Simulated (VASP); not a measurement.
A run of VASP 6.6.1 is set up as follows.

File INCAR:

```
PREC     = Accurate       # precision mode
ENCUT    = 520            # plane-wave cutoff, eV
EDIFF    = 1E-6           # SCF threshold, eV
ISMEAR   = -1             # smearing method
SIGMA    = 0.08           # smearing width, eV
LREAL    = False          # projectors in reciprocal space
LASPH    = True           # aspherical terms in the spheres
NELM     = 80             # most SCF steps
ALGO     = Normal         # electronic algorithm
ISIF     = 2              # what is computed and relaxed
LWAVE    = False          # write WAVECAR
LCHARG   = False          # write CHGCAR
NBANDS   = 8              # bands
```

KPOINTS

```
Automatic mesh
0
Gamma
  15 15 15
```

File POSCAR:

```
Sb
1.0
    0.0000000000      2.0865801865      2.0865801865
    2.0865801865      0.0000000000      2.0865801865
    2.0865801865      2.0865801865      0.0000000000
Sb
1
Direct
    0.0000000000      0.0000000000      0.0000000000
```

Potentials or basis: VASP PAW LDA potentials, release 64 (Sb).

The run is started by

```sh
$ cat potpaw_LDA.64/Sb/POTCAR > POTCAR
$ mpirun -np 1 vasp_std > vasp.out
```

(1) Predict the pressure.

## Answers

(1) 55.7 GPa.
